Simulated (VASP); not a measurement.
CdTe, 2 atoms in the cell. It takes space group Fm-3m (No. 225, cubic). The conventional cell has a = 5.565 Å, b = 5.565 Å, c = 5.565 Å, α = 90.00°, β = 90.00°, γ = 90.00°. Within 3.7 Å of Cd (site symmetry m-3m) lie 6 Te at 2.78 Å. Within 3.7 Å of Te (site symmetry m-3m) lie 6 Cd at 2.78 Å.  This cell differs from its parent crystal: O replaced by Te, lengths x 1.206, strained.

- Program: VASP 6.6.1
- Task: single point
- Functional: PBE
- Potentials or basis: VASP PAW PBE potentials, release 64 (Cd, Te)
- Cutoff: 500 eV
- k mesh: 14 × 14 × 14
- Occupations: gaussian, width 0.1 eV
- Spin: no spin polarisation
- Dipole correction: no
- Further INCAR settings: ALGO = Normal; EDIFF = 1e-06; NBANDS = 16

Potentials or basis: VASP PAW PBE potentials, release 64 (Cd, Te).

Command:

```console
$ cat potpaw_PBE.64/Cd/POTCAR potpaw_PBE.64/Te/POTCAR > POTCAR
$ mpirun -np 1 vasp_std > vasp.out
```

Hardware: 1 thread of Intel(R) Xeon(R) 6975P-C (Granite Rapids), on a shared host.

Task: Estimate the wall time of this run.

Result: Run time: 28 s on 1 thread of Intel(R) Xeon(R) 6975P-C (Granite Rapids), on a shared host, peak memory 0.21 GiB. Counts: scf iterations 12, k points 104.
